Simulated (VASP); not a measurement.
# Mg2CdO3 (P1) in VASP: relaxation of cell and atoms with PBE

Aim: the relaxation of cell and atoms of Mg2CdO3 with PBE.

All numbers are computed with VASP 6.6.1; they aren't measurements. Logs are shortened: lines on timing, memory, paths and dates and some standing lists are left out, and cuts for length are marked.

### Step 1. The cell of the first run

The typed cell holds 12 atoms: a = 3.148 Å, b = 5.498 Å, c = 7.660 Å, α = 90.08°, β = 89.18°, γ = 90.78°.

### Step 2. Relaxation of cell and atoms, PBE

Input file INCAR:

```
SYSTEM = Mg2CdO3
PREC = Accurate ; ENCUT = 600
EDIFF = 1E-6 ; ISMEAR = 0
SIGMA = 0.1 ; LREAL = .FALSE.
LASPH = .TRUE. ; NELM = 80
ALGO = Normal ; ISIF = 3
LWAVE = .FALSE. ; LCHARG = .FALSE.
GGA = PE ; IBRION = 2
NSW = 80 ; EDIFFG = -0.025
```

Input file KPOINTS:

```
regular mesh
0
G
  4 4 2
  0 0 0
```

Input file POSCAR:

```
Mg2CdO3
1.0
    1.5924852776     -2.7150470343     -0.0223047731
   -4.7799861386     -2.7165079070      0.0038096481
    0.0326055400     -0.0454895743     -7.6593653172
Mg Cd O
4 2 6
Direct
   -0.0647242610      0.7340905453      0.1673061921
    0.5170567889      0.1507502387      0.1451552554
    0.4785642887      0.8410090168      0.8593376154
   -0.0052344266      0.3573914263      0.8369938157
   -0.0248094002     -0.0423655749      0.4851182733
    0.4587610382      0.4961777428      0.4944432244
    0.5780970929      0.8414039674      0.2925816754
    0.0011448390      0.3157899205      0.3109375573
   -0.0059256189      0.6531771732      0.7080280951
    0.5211853865      0.1645678660      0.7166918828
    0.0487319162     -0.0306435230     -0.0061635522
    0.4971523564      0.5186512008     -0.0104300347
```

Potentials or basis: VASP PAW PBE potentials, release 64 (Mg, Cd, O).

On the command line:

```
$ cat potpaw_PBE.64/Mg/POTCAR potpaw_PBE.64/Cd/POTCAR potpaw_PBE.64/O/POTCAR > POTCAR
$ mpirun -np 1 vasp_std > vasp.out
```

OUTCAR:

```text
SYSTEM = Mg2CdO3
   PREC = Accurate
   ENCUT = 600
   EDIFF = 1E-6
   ISMEAR = 0
   LREAL = .FALSE.
   LASPH = .TRUE.
   NELM = 80
   ISIF = 3
   GGA = PE
   IBRION = 2
   NSW = 80
   EDIFFG = -0.025

 ion  position               nearest neighbor table
   1  0.935  0.734  0.167-   7 1.59  11 1.88  12 2.27   7 2.32  12 2.52   8 2.56   2 2.66   5 2.73
                             3 2.85   2 2.92   3 2.95   6 3.18   4 3.27   6 3.30   2 3.46
   2  0.517  0.151  0.145-   7 2.06  11 2.13   8 2.18   8 2.25  11 2.26  12 2.35   1 2.66   3 2.77
                             1 2.92   4 3.00   4 3.12   5 3.19   5 3.26   6 3.28   1 3.46
   3  0.479  0.841  0.859-  11 1.84  12 2.04  10 2.09   9 2.18  11 2.19   9 2.24   2 2.77   1 2.85
                             1 2.95   4 3.05   4 3.14   4 3.25   4 3.26   5 3.30   5 3.36   6 3.38
   4  0.995  0.357  0.837-   9 1.90  10 2.05  12 2.14  12 2.16  10 2.17  11 2.46   2 3.00   3 3.05
                             6 3.08   2 3.12   3 3.14   6 3.24   3 3.25   3 3.26   1 3.27   5 3.48
   5  0.975  0.958  0.485-   7 2.04   8 2.38   9 2.39   7 2.48  10 2.54  10 2.72   1 2.73   6 2.98
                             6 2.99   2 3.19   2 3.26   3 3.30   6 3.31   3 3.36   6 3.40   4 3.48
   6  0.459  0.496  0.494-   8 2.25   9 2.35   8 2.42   7 2.47  10 2.51   9 2.51   5 2.98   5 2.99
                             4 3.08   1 3.18   4 3.24   2 3.28   1 3.30   5 3.31   3 3.38   5 3.40
   7  0.578  0.841  0.293-   1 1.59   5 2.04   2 2.06   1 2.32   6 2.47   5 2.48
   8  0.001  0.316  0.311-   2 2.18   6 2.25   2 2.25   5 2.38   6 2.42   1 2.56
   9  0.994  0.653  0.708-   4 1.90   3 2.18   3 2.24   6 2.35   5 2.39   6 2.51
  10  0.521  0.165  0.717-   4 2.05   3 2.09   4 2.17   6 2.51   5 2.54   5 2.72
  11  0.049  0.969  0.994-   3 1.84   1 1.88   2 2.13   3 2.19   2 2.26   4 2.46
  12  0.497  0.519  0.990-   3 2.04   4 2.14   4 2.16   1 2.27   2 2.35   1 2.52

  LATTYP: Found a triclinic cell.
 ALAT       =     3.1476955477
 B/A-ratio  =     2.4333896597
 C/A-ratio  =     1.7466657802
 COS(alpha) =     0.0014594553
 COS(beta)  =     0.0136771397
 COS(gamma) =     0.0143621183

  Lattice vectors:

 A1 = (   1.5924852776,  -2.7150470343,  -0.0223047731)
 A2 = (   0.0326055400,  -0.0454895743,  -7.6593653172)
 A3 = (   4.7799861386,   2.7165079070,  -0.0038096481)

Analysis of symmetry for initial positions (statically):
=====================================================================
 Subroutine PRICEL returns:
 Original cell was already a primitive cell.

 Routine SETGRP: Setting up the symmetry group for a
 triclinic supercell.

 Subroutine GETGRP returns: Found  1 space group operations
 (whereof  1 operations were pure point group operations)
 out of a pool of  2 trial point group operations.

The static configuration has the point symmetry C_1 .

Analysis of symmetry for dynamics (positions and initial velocities):
=====================================================================
 Subroutine PRICEL returns:
[... 150 lines left out ...]
   LHFCALC =     F    Hartree Fock is set to
   AEXX    =    0.0000 exact exchange contribution
   IVDW    =     0    specifies the selected vdW correction
   LEPSILON=     F    determine dielectric tensor
   LRPA    =     F    only Hartree local field effects (RPA)
 conjugate gradient relaxation of ions
 non-spin polarized calculation
 Gauss-broadening in eV      SIGMA  =   0.10
  energy-cutoff  :      600.00
  volume of cell :      132.53
 maximum number of plane-waves:      4441
 NGX is ok and might be reduce to    28
   NGX = 13   NGY = 21   NGZ = 31

--------------------------------------- Ionic step        1  -------------------------------------------

 number of electron      67.9999995 magnetization

 Free energy of the ion-electron system (eV)
  ---------------------------------------------------
  ext. energy  EPLUGINS =         0.00000000
  ---------------------------------------------------
  free energy    TOTEN  =       -58.55323488 eV

  energy without entropy =      -58.55323488  energy(sigma->0) =      -58.55323488

------------------------ aborting loop because EDIFF is reached ----------------------------------------

  FORCE on cell =-STRESS in cart. coord.  units (eV):
  Direction    XX          YY          ZZ          XY          YZ          ZX
  --------------------------------------------------------------------------------------
  -------------------------------------------------------------------------------------
  Total        7.8785946      5.9650635     12.8722045     -3.3743808     -4.9308529      4.9793784
  in kB       95.2457204     72.1127059    155.6143526    -40.7934856    -59.6099506     60.1965842
  external PRESSURE =     107.6575930 kB  Pullay stress =       0.0000000 kB
[... 33 lines left out ...]
--------------------------------------- Ionic step        2  -------------------------------------------

 number of electron      68.0000005 magnetization

 E-fermi :   2.6709     XC(G=0): -10.5831

 val. band max:        2.2543901519   @ k =  -0.0000  -0.0000   0.5000
 cond. band min:       3.0833571762   @ k =   0.0000   0.0000   0.0000
 fundamental gap:      0.8289670243
 Fermi energy:         2.6709008739

 k-point     1 :       0.0000    0.0000    0.0000
  band No.  band energies     occupation
      1     -15.3081      2.00000
      2     -14.6261      2.00000
      3     -14.4115      2.00000
      4     -13.9808      2.00000
      5     -13.9210      2.00000
      6     -13.4724      2.00000
[... 954 lines left out ...]
  FREE ENERGIE OF THE ION-ELECTRON SYSTEM (eV)
  ---------------------------------------------------
  free  energy   TOTEN  =       -61.5138100039 eV

  energy  without entropy=      -61.5138100039  energy(sigma->0) =      -61.51381000

[... ionic steps 4 to 14 ...]

--------------------------------------- Ionic step       15  -------------------------------------------

 number of electron      67.9999987 magnetization

------------------------ aborting loop because EDIFF is reached ----------------------------------------
[... 87 lines left out ...]
--------------------------------------- Ionic step       17  -------------------------------------------

 number of electron      67.9999988 magnetization

 Free energy of the ion-electron system (eV)
  ---------------------------------------------------
  ext. energy  EPLUGINS =         0.00000000
  ---------------------------------------------------
  free energy    TOTEN  =       -62.48615690 eV

  energy without entropy =      -62.48615690  energy(sigma->0) =      -62.48615690

 E-fermi :   2.9275     XC(G=0): -11.1735

 val. band max:        2.4499838800   @ k =  -0.0000  -0.0000   0.5000
 cond. band min:       4.3596153014   @ k =   0.0000   0.0000   0.0000
 fundamental gap:      1.9096314215
 Fermi energy:         2.9274857446

 k-point     1 :       0.0000    0.0000    0.0000
  band No.  band energies     occupation
      1     -14.5952      2.00000
      2     -14.0502      2.00000
      3     -13.7025      2.00000
      4     -13.5893      2.00000
      5     -13.5737      2.00000
      6     -13.2116      2.00000
[... 908 lines left out ...]
  FREE ENERGIE OF THE ION-ELECTRON SYSTEM (eV)
  ---------------------------------------------------
  free  energy   TOTEN  =       -62.4861569016 eV

  energy  without entropy=      -62.4861569016  energy(sigma->0) =      -62.48615690

 reached required accuracy - stopping structural energy minimisation
```

OSZICAR:

```text
N       E                     dE             d eps       ncg     rms          rms(c)
DAV:   1     0.545475929662E+03    0.54548E+03   -0.37805E+04  1640   0.177E+03
[... 170 lines left out ...]
       N       E                     dE             d eps       ncg     rms          rms(c)
DAV:   1    -0.624867001515E+02   -0.93711E-03   -0.39183E-01  1640   0.347E+00    0.223E-01
DAV:   2    -0.624862742851E+02    0.42587E-03   -0.67966E-03  1950   0.518E-01    0.771E-02
DAV:   3    -0.624861780514E+02    0.96234E-04   -0.20894E-04  2080   0.138E-01    0.644E-02
DAV:   4    -0.624861580158E+02    0.20036E-04   -0.50753E-05  1976   0.534E-02    0.289E-02
DAV:   5    -0.624861568146E+02    0.12012E-05   -0.11699E-05  1992   0.266E-02    0.423E-03
DAV:   6    -0.624861569016E+02   -0.87086E-07   -0.20460E-06  1119   0.986E-03
  17 F= -.62486157E+02 E0= -.62486157E+02  d E =-.394739E-03
```

CONTCAR:

```text
Mg2CdO3
   1.00000000000000
     1.5589593211015556   -2.6987361523740567    0.0017682537425623
    -4.6706537885231105   -2.6937430808534248   -0.0016433936520527
    -0.0004829130671236    0.0001170787729990   -7.7896741286848519
  Mg              Cd              O
     4     2     6
Direct
     0.9993177759006402    0.6669940248666096    0.1557823401578317
     0.4993050530120240    0.1670941966578884    0.1557249582851357
     0.5007388139913979    0.8333618825701334    0.8442329012342388
     0.0007833068871171    0.3332694773308935    0.8440115820132306
     0.9991668153234881    0.9995888207405360    0.4998515479665916
     0.4992451052798627    0.4998685531661096    0.5001559795056520
     0.4995452522372841    0.8329899925198881    0.3036525140435034
     0.9993174555313840    0.3332144048257402    0.3038234224579113
     0.0014417594360543    0.6667683082517155    0.6963705157255147
     0.5003119838561493    0.1664897524830213    0.6964069651782586
     0.0004666095836180    0.0003758677496133    0.0000240056653198
     0.5003600690609823    0.4999847187378420    0.9999632677668118

  0.00000000E+00  0.00000000E+00  0.00000000E+00
  0.00000000E+00  0.00000000E+00  0.00000000E+00
  0.00000000E+00  0.00000000E+00  0.00000000E+00
  0.00000000E+00  0.00000000E+00  0.00000000E+00
  0.00000000E+00  0.00000000E+00  0.00000000E+00
  0.00000000E+00  0.00000000E+00  0.00000000E+00
  0.00000000E+00  0.00000000E+00  0.00000000E+00
  0.00000000E+00  0.00000000E+00  0.00000000E+00
  0.00000000E+00  0.00000000E+00  0.00000000E+00
  0.00000000E+00  0.00000000E+00  0.00000000E+00
  0.00000000E+00  0.00000000E+00  0.00000000E+00
  0.00000000E+00  0.00000000E+00  0.00000000E+00
```

Run time: 25 min. Hardware: 1 thread of Intel Xeon Platinum 8259CL at 2.50GHz (Skylake/Cascade Lake), shared host; peak memory 0.36 GiB.

What came out:

| Quantity | Value |
| --- | --- |
| Free energy | -62.4862 eV |
| Relaxed volume | 10.91 Å³/atom |
| Relaxed cell | a = 3.117 Å, b = 5.392 Å, c = 7.790 Å, α = 89.98°, β = 90.04°, γ = 90.04° |
| Space group after relaxing (to 0.1 Å) | P-3m1 (No. 164) |
| Energy gained by relaxing | 327.7 meV/atom |
| Ionic steps | 17 |
| Pressure after relaxing | 0.0 GPa |
| Largest force after relaxing | 0.020 eV/Å |
| Band gap on the k mesh | 1.91 eV (least direct gap 2.06 eV) |

Forces on the atoms (eV/Å):
```
Mg   0.013 -0.001  0.005
Mg   0.008 -0.003  0.000
Mg   0.000  0.000 -0.006
Mg  -0.001  0.006 -0.016
Cd  -0.008 -0.014 -0.006
Cd   0.012 -0.006  0.007
O   -0.009 -0.004  0.003
O    0.000 -0.002  0.002
O   -0.008  0.018  0.000
O   -0.005 -0.004  0.013
O    0.009  0.013 -0.002
O   -0.010 -0.003  0.000
```

The path:
```csv
step,energy change (eV),largest force (eV/Å),pressure (GPa),volume (Å³)
1,0.0000,11.8653,10.77,132.53
2,-2.5447,2.0216,-10.26,147.12
3,-2.9606,1.9152,-5.50,140.03
4,-2.9788,1.7711,-6.80,141.41
5,-3.6220,0.8618,-1.06,133.16
6,-3.6826,0.7467,2.19,129.91
7,-3.8384,0.4749,0.34,131.02
8,-3.8741,0.5364,-0.76,131.88
9,-3.9080,0.2340,0.13,130.95
10,-3.9122,0.2227,0.63,130.48
11,-3.9246,0.1405,-0.18,131.14
12,-3.9254,0.1286,-0.42,131.36
13,-3.9302,0.0962,0.11,130.85
14,-3.9306,0.0994,0.31,130.66
15,-3.9325,0.0370,-0.07,131.02
16,-3.9325,0.0339,-0.12,131.06
17,-3.9329,0.0196,0.05,130.90
```

Final structure:
```yaml
crystal:
  lattice:
    - [1.55896, -2.69874, 0.00177]
    - [-4.67065, -2.69374, -0.00164]
    - [-0.00048, 0.00012, -7.78967]
  atoms:
    - { symbol: Mg, position: [0.99932, 0.66699, 0.15578] }
    - { symbol: Mg, position: [0.49930, 0.16709, 0.15572] }
    - { symbol: Mg, position: [0.50074, 0.83336, 0.84423] }
    - { symbol: Mg, position: [0.00078, 0.33327, 0.84401] }
    - { symbol: Cd, position: [0.99917, 0.99959, 0.49985] }
    - { symbol: Cd, position: [0.49925, 0.49987, 0.50016] }
    - { symbol: O, position: [0.49955, 0.83299, 0.30365] }
    - { symbol: O, position: [0.99932, 0.33321, 0.30382] }
    - { symbol: O, position: [0.00144, 0.66677, 0.69637] }
    - { symbol: O, position: [0.50031, 0.16649, 0.69641] }
    - { symbol: O, position: [0.00047, 0.00038, 0.00002] }
    - { symbol: O, position: [0.50036, 0.49998, 0.99996] }
```

Levels at points of the mesh, in eV from the valence-band top:
```tsv
k point	band 30	band 31	band 32	band 33	band 34	band 35	band 36	band 37	band 38	band 39
(0.00, 0.00, 0.00)	-0.46	-0.27	-0.26	-0.16	-0.15	1.91	5.72	5.81	5.93	6.25
(0.50, 0.00, 0.00)	-1.17	-0.85	-0.85	-0.22	-0.22	5.35	5.36	8.19	8.20	9.20
(0.00, 0.50, 0.00)	-0.54	-0.36	-0.35	-0.13	-0.13	3.78	3.78	7.65	7.66	8.08
(0.50, 0.50, 0.00)	-0.84	-0.77	-0.77	-0.45	-0.45	5.71	5.72	5.80	5.81	8.59
(0.00, 0.00, 0.50)	-0.59	-0.31	-0.14	0.00	0.00	2.92	4.81	5.42	5.89	6.71
(0.50, 0.00, 0.50)	-1.32	-0.70	-0.70	-0.57	-0.57	5.35	5.36	8.28	8.29	8.82
(0.00, 0.50, 0.50)	-0.90	-0.45	-0.45	-0.19	-0.19	3.85	3.85	7.03	7.03	8.63
(0.50, 0.50, 0.50)	-1.17	-0.30	-0.30	-0.14	-0.14	5.42	5.42	5.89	5.89	8.80
```

Caveat: the k points lie up to 0.50 Å⁻¹ apart in the final cell. A k mesh can miss the band edges.
